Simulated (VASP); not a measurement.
# HgTe (F-43m) in VASP: further runs

HgTe is run at these levels: PBE; tasks: single point.

Everything below comes from runs of VASP 6.6.1. Logs are shortened: lines on timing, memory, paths and dates and some standing lists are left out, and cuts for length are marked.

### Step 1. The cell of the first run

It takes space group F-43m (No. 216, cubic). The conventional cell has a = 6.447 Å, b = 6.447 Å, c = 6.447 Å, α = 90.00°, β = 90.00°, γ = 90.00°. Hg (site symmetry -43m) has 4 Te at 2.79 Å within 3.7 Å. Within 3.7 Å of Te (site symmetry -43m) lie 4 Hg at 2.79 Å.

### Step 2. Single point, PBE (volume scaled by 0.91)

The input, INCAR:

```
PREC = Accurate
ENCUT = 520
EDIFF = 1E-6
ISMEAR = 0
SIGMA = 0.1
LREAL = False
LASPH = True
NELM = 60
ALGO = Normal
ISIF = 2
LWAVE = False
LCHARG = False
GGA = PE
NBANDS = 16
```

The input, KPOINTS:

```
regular mesh
0
Gamma
  12 12 12
```

The input, POSCAR:

```
HgTe
1.0
    0.0000000000      3.2234624934      3.2234624934
    3.2234624934      0.0000000000      3.2234624934
    3.2234624934      3.2234624934      0.0000000000
Hg Te
1 1
Direct
    0.0000000000      0.0000000000      0.0000000000
    0.2500000000      0.2500000000      0.2500000000
```

Potentials or basis: VASP PAW PBE potentials, release 64 (Hg, Te).

Started as:

```console
> cat potpaw_PBE.64/Hg/POTCAR potpaw_PBE.64/Te/POTCAR > POTCAR
> mpirun -np 1 vasp_std > vasp.out
```

OUTCAR:

```text
PREC = Accurate
   ENCUT = 520
   EDIFF = 1E-6
   ISMEAR = 0
   LREAL = False
   LASPH = True
   NELM = 60
   ISIF = 2
   GGA = PE

 ion  position               nearest neighbor table
   1  0.000  0.000  0.000-   2 2.79   2 2.79   2 2.79   2 2.79
   2  0.250  0.250  0.250-   1 2.79   1 2.79   1 2.79   1 2.79

  LATTYP: Found a face centered cubic cell.
 ALAT       =     6.4469249868

  Lattice vectors:

 A1 = (   0.0000000000,   3.2234624934,   3.2234624934)
 A2 = (   3.2234624934,   0.0000000000,   3.2234624934)
 A3 = (   3.2234624934,   3.2234624934,   0.0000000000)

Analysis of symmetry for initial positions (statically):
=====================================================================
 Subroutine PRICEL returns:
 Original cell was already a primitive cell.

 Routine SETGRP: Setting up the symmetry group for a
 face centered cubic supercell.

 Subroutine GETGRP returns: Found 24 space group operations
 (whereof 24 operations were pure point group operations)
 out of a pool of 48 trial point group operations.

The static configuration has the point symmetry T_d .

Analysis of symmetry for dynamics (positions and initial velocities):
=====================================================================
 Subroutine PRICEL returns:
 Original cell was already a primitive cell.

 Routine SETGRP: Setting up the symmetry group for a
 face centered cubic supercell.

 Subroutine GETGRP returns: Found 24 space group operations
 (whereof 24 operations were pure point group operations)
 out of a pool of 48 trial point group operations.

The dynamic configuration has the point symmetry T_d .

 Subroutine INISYM returns: Found 24 space group operations
 (whereof 24 operations are pure point group operations),
 and found     1 'primitive' translations

----------------------------------------------------------------------------------------

                                     Primitive cell

  volume of cell :      66.9881

  direct lattice vectors                    reciprocal lattice vectors
     0.000000000  3.223462493  3.223462493    -0.155112709  0.155112709  0.155112709
     3.223462493  0.000000000  3.223462493     0.155112709 -0.155112709  0.155112709
     3.223462493  3.223462493  0.000000000     0.155112709  0.155112709 -0.155112709

  length of vectors
     4.558664376  4.558664376  4.558664376     0.268663093  0.268663093  0.268663093

  position of ions in fractional coordinates (direct lattice)
     0.000000000  0.000000000  0.000000000
     0.250000000  0.250000000  0.250000000

  ion indices of the primitive-cell ions
   primitive index   ion index
                 1           1
                 2           2

----------------------------------------------------------------------------------------

 KPOINTS: regular mesh

Automatic generation of k-mesh.
 Grid dimensions read from file:
 generate k-points for:   12   12   12

 Generating k-lattice:

  Cartesian coordinates                     Fractional coordinates (reciprocal lattice)
    -0.012926059  0.012926059  0.012926059     0.083333333  0.000000000  0.000000000
     0.012926059 -0.012926059  0.012926059     0.000000000  0.083333333  0.000000000
     0.012926059  0.012926059 -0.012926059     0.000000000  0.000000000  0.083333333

  Length of vectors
     0.022388591  0.022388591  0.022388591

  Shift w.r.t. Gamma in fractional coordinates (k-lattice)
     0.000000000  0.000000000  0.000000000

 Subroutine IBZKPT returns following result:
 ===========================================

 Found     72 irreducible k-points:

 Following reciprocal coordinates:
            Coordinates               Weight
  0.000000  0.000000  0.000000      1.000000
  0.083333  0.000000  0.000000      8.000000
  0.166667  0.000000  0.000000      8.000000
  0.250000  0.000000  0.000000      8.000000
  0.333333  0.000000  0.000000      8.000000
  0.416667  0.000000  0.000000      8.000000
[... 16 lines left out ...]
  0.500000  0.166667  0.000000     24.000000
 -0.416667  0.166667  0.000000     24.000000
 [... further k-points ...]
   k-points           NKPTS =     72   k-points in BZ     NKDIM =     72   number of bands    NBANDS=     16
   number of dos      NEDOS =    301   number of ions     NIONS =      2
   total plane-waves  NPLWV =  46656
   dimension x,y,z NGX =    36 NGY =   36 NGZ =   36
   dimension x,y,z NGXF=    72 NGYF=   72 NGZF=   72
   ions per type =               1   1
   NGX,Y,Z   is equivalent  to a cutoff of  13.13, 13.13, 13.13 a.u.
   NGXF,Y,Z  is equivalent  to a cutoff of  26.26, 26.26, 26.26 a.u.
 SYSTEM =  unknown system
   PREC   = accura    normal or accurate (medium, high low for compatibility)
   ISTART =      0    job   : 0-new  1-cont  2-samecut
   ICHARG =      2    charge: 1-file 2-atom 10-const
   ISPIN  =      1    spin polarized calculation?
   LNONCOLLINEAR =      F non collinear calculations
   LSORBIT =      F    spin-orbit coupling
   LASPH  =      T    aspherical Exc in radial PAW
   ENCUT  =  520.0 eV  38.22 Ry    6.18 a.u.   8.48  8.48  8.48*2*pi/ulx,y,z
   NELM   =     60;   NELMIN=  2; NELMDL= -5     # of ELM steps
   EDIFF  = 0.1E-05   stopping-criterion for ELM
   LREAL  =      F    real-space projection
   EDIFFG = 0.1E-04   stopping-criterion for IOM
   NSW    =      0    number of steps for IOM
   IBRION =     -1    ionic relax: 0-MD 1-quasi-New 2-CG
   NFREE  =      0    steps in history (QN), initial steepest desc. (CG)
   ISIF   =      2    stress and relaxation
   ISYM   =      2    0-nonsym 1-usesym 2-fastsym
   POTIM  = 0.5000    time-step for ionic-motion
   TEBEG  =    0.0;   TEEND  =   0.0 temperature during run
   PSTRESS=    0.0 pullay stress
   NELECT =      18.0000    total number of electrons
   NUPDOWN=      -1.0000    fix difference up-down
   EMIN   =  10.00;   EMAX   =-10.00  energy-range for DOS
   EFERMI =   0.00;   METHOD = LEGACY
   ISMEAR =     0;   SIGMA  =   0.10  broadening in eV -4-tet -1-fermi 0-gaus
   EFERMI_NEDOS =   21; number of points for ismear=-14 and -15
   IALGO  =     38    algorithm
   IMIX   =      4    mixing-type and parameters
     AMIX     =   0.40;   BMIX     =  1.00
     AMIX_MAG =   1.60;   BMIX_MAG =  1.00
  volume/ion in A,a.u.               =      33.49       226.03
  Fermi-wavevector in a.u.,A,eV,Ry     =   1.056411  1.996328 15.184168  1.116005
  Thomas-Fermi vector in A             =   2.191646
   LORBIT       =      0    0 simple, 1 ext, 2 COOP (PROOUT), +10 PAW based schemes
   GGA     = PE    functional components
   LHFCALC =     F    Hartree Fock is set to
   AEXX    =    0.0000 exact exchange contribution
   IVDW    =     0    specifies the selected vdW correction
   LEPSILON=     F    determine dielectric tensor
   LRPA    =     F    only Hartree local field effects (RPA)
 non-spin polarized calculation
 Gauss-broadening in eV      SIGMA  =   0.10
  energy-cutoff  :      520.00
  volume of cell :       66.99
 maximum number of plane-waves:      1828
 NGX is ok and might be reduce to    36
   NGX = 17   NGY = 17   NGZ = 17

 number of electron      18.0000001 magnetization

 Free energy of the ion-electron system (eV)
  ---------------------------------------------------
  ext. energy  EPLUGINS =         0.00000000
  ---------------------------------------------------
  free energy    TOTEN  =        -3.57247346 eV

  energy without entropy =       -3.57232051  energy(sigma->0) =       -3.57239698

 E-fermi :   3.2429     XC(G=0):  -8.7801

 val. band max:        3.1817691025   @ k =   0.0000   0.0000   0.0000
 cond. band min:       3.6329042284   @ k =   0.0833   0.0000   0.0000
 fundamental gap:      0.4511351259
 Fermi energy:         3.2429394013

 k-point     1 :       0.0000    0.0000    0.0000
  band No.  band energies     occupation
      1      -8.8632      2.00000
      2      -4.2191      2.00000
      3      -4.2191      2.00000
      4      -4.2191      2.00000
      5      -3.6793      2.00000
      6      -3.6793      2.00000
[... 8 lines left out ...]
     15      12.7457      0.00000
     16      12.7457      0.00000

 k-point     2 :       0.0833    0.0000    0.0000
  band No.  band energies     occupation
      1      -8.8277      2.00000
      2      -4.2090      2.00000
      3      -4.2090      2.00000
      4      -4.2073      2.00000
      5      -3.6805      2.00000
      6      -3.6805      2.00000
[... 8 lines left out ...]
     15      12.1803      0.00000
     16      12.1803      0.00000

 k-point     3 :       0.1667    0.0000    0.0000
  band No.  band energies     occupation
      1      -8.7282      2.00000
      2      -4.1823      2.00000
      3      -4.1823      2.00000
      4      -4.1628      2.00000
      5      -3.6823      2.00000
      6      -3.6823      2.00000
[... 8 lines left out ...]
     15      11.7483      0.00000
     16      11.7483      0.00000

 k-point     4 :       0.2500    0.0000    0.0000
  band No.  band energies     occupation
      1      -8.5866      2.00000
      2      -4.1484      2.00000
      3      -4.1484      2.00000
      4      -4.0607      2.00000
      5      -3.6806      2.00000
      6      -3.6806      2.00000
[... 8 lines left out ...]
     15      11.6913      0.00000
     16      11.6913      0.00000
[... 324 lines left out ...]
 k-point    22 :       0.4167    0.1667    0.0000
  band No.  band energies     occupation
      1      -8.3150      2.00000
      2      -4.0947      2.00000
      3      -4.0466      2.00000
      4      -3.8348      2.00000
      5      -3.6477      2.00000
      6      -3.6078      2.00000
[... 8 lines left out ...]
     15      12.6123      0.00000
     16      13.3242      0.00000

 k-point    23 :       0.5000    0.1667    0.0000
  band No.  band energies     occupation
      1      -8.2340      2.00000
      2      -4.0774      2.00000
      3      -4.0388      2.00000
      4      -3.7343      2.00000
      5      -3.6529      2.00000
      6      -3.4042      2.00000
[... 8 lines left out ...]
     15      12.8563      0.00000
     16      13.3616      0.00000

 k-point    24 :      -0.4167    0.1667    0.0000
  band No.  band energies     occupation
      1      -8.2235      2.00000
      2      -4.0708      2.00000
      3      -4.0462      2.00000
      4      -3.6972      2.00000
      5      -3.6682      2.00000
      6      -3.3517      2.00000
[... 8 lines left out ...]
     15      12.5353      0.00000
     16      12.7838      0.00000

 [... further k-points ...]
[... 5 lines left out ...]
  --------------------------------------------------------------------------------------
  -------------------------------------------------------------------------------------
  Total        1.7299144      1.7299144      1.7299144     -0.0000000      0.0000000      0.0000000
  in kB       41.3749362     41.3749362     41.3749362     -0.0000000      0.0000000      0.0000000
  external PRESSURE =      41.3749362 kB  Pullay stress =       0.0000000 kB

 VOLUME and BASIS-vectors are now :
 -----------------------------------------------------------------------------
  energy-cutoff  :      520.00
  volume of cell :       66.99
      direct lattice vectors                 reciprocal lattice vectors
     0.000000000  3.223462493  3.223462493    -0.155112709  0.155112709  0.155112709
     3.223462493  0.000000000  3.223462493     0.155112709 -0.155112709  0.155112709
     3.223462493  3.223462493  0.000000000     0.155112709  0.155112709 -0.155112709

 POSITION                                       TOTAL-FORCE (eV/Angst)
 -----------------------------------------------------------------------------------
      0.00000      0.00000      0.00000        -0.000000      0.000000      0.000000
      1.61173      1.61173      1.61173         0.000000     -0.000000     -0.000000
 -----------------------------------------------------------------------------------
    total drift:                               -0.000000     -0.000000     -0.000000

  FREE ENERGIE OF THE ION-ELECTRON SYSTEM (eV)
  ---------------------------------------------------
  free  energy   TOTEN  =        -3.5724734612 eV

  energy  without entropy=       -3.5723205060  energy(sigma->0) =       -3.57239698
```

Run time: 55 s. Hardware: 1 thread of Intel Xeon Platinum 8259CL at 2.50GHz (Skylake/Cascade Lake), shared host; peak memory 0.25 GiB.

What came out:

| Property | Result |
| --- | --- |
| Free energy | -3.5725 eV |
| Pressure | 4.1 GPa |
| Band gap on the k mesh | zero (filled and empty bands touch) |

Levels at points of the mesh, in eV from the Fermi level:
| k point | band 5 | band 6 | band 7 | band 8 | band 9 | band 10 | band 11 | band 12 | band 13 | band 14 |
| --- | --- | --- | --- | --- | --- | --- | --- | --- | --- | --- |
| (0.00, 0.00, 0.00) | -6.92 | -6.92 | -0.77 | -0.06 | -0.06 | -0.06 | 4.15 | 4.15 | 4.15 | 6.42 |
| (0.50, 0.00, 0.00) | -6.90 | -6.61 | -5.61 | -1.06 | -1.06 | 0.65 | 4.96 | 4.96 | 6.81 | 7.86 |
| (0.50, 0.50, 0.00) | -6.86 | -6.46 | -5.54 | -2.37 | -2.37 | 1.83 | 2.41 | 8.19 | 8.83 | 8.83 |

Caveat: spin-orbit coupling is left out, which moves the levels of the heavy elements.

### Step 3. Single point, PBE (volume scaled by 0.94)

The input, INCAR:

```
PREC     = Accurate       # precision mode
ENCUT    = 520            # plane-wave cutoff, eV
EDIFF    = 1E-6           # SCF threshold, eV
ISMEAR   = 0              # smearing method
SIGMA    = 0.1            # smearing width, eV
LREAL    = F              # projectors in reciprocal space
LASPH    = T              # aspherical terms in the spheres
NELM     = 60             # most SCF steps
ALGO     = Normal         # electronic algorithm
ISIF     = 2              # what is computed and relaxed
LWAVE    = F              # write WAVECAR
LCHARG   = F              # write CHGCAR
GGA      = PE             # functional
NBANDS   = 16             # bands
```

The input, KPOINTS:

```
Automatic mesh
0
Gamma
  12 12 12
```

The input, POSCAR:

```
HgTe
1.0
    0.0000000000      3.2585028744      3.2585028744
    3.2585028744      0.0000000000      3.2585028744
    3.2585028744      3.2585028744      0.0000000000
Hg Te
1 1
Direct
    0.0000000000      0.0000000000      0.0000000000
    0.2500000000      0.2500000000      0.2500000000
```

Potentials or basis: VASP PAW PBE potentials, release 64 (Hg, Te).

Started as:

```console
> cat potpaw_PBE.64/Hg/POTCAR potpaw_PBE.64/Te/POTCAR > POTCAR
> mpirun -np 1 vasp_std > vasp.out
```

It took 54 s on 1 thread of Intel Xeon Platinum 8259CL at 2.50GHz (Skylake/Cascade Lake), shared host; peak memory 0.25 GiB.

Results (log left out):

| Item | Value |
| --- | --- |
| Free energy | -3.6184 eV |
| Pressure | 2.5 GPa |
| Band gap on the k mesh | zero (filled and empty bands touch) |

Levels at points of the mesh, in eV from the Fermi level:
```
           k point  band 5  band 6  band 7  band 8  band 9  band 10  band 11  band 12  band 13  band 14
(0.00, 0.00, 0.00)   -6.78   -6.78   -0.85   -0.06   -0.06    -0.06     4.21     4.21     4.21     6.43
(0.50, 0.00, 0.00)   -6.76   -6.49   -5.39   -1.00   -1.00     0.64     4.99     4.99     6.80     7.78
(0.50, 0.50, 0.00)   -6.72   -6.35   -5.37   -2.23   -2.23     1.84     2.49     8.07     8.70     8.70
```

Caveat: spin-orbit coupling is left out, which moves the levels of the heavy elements.
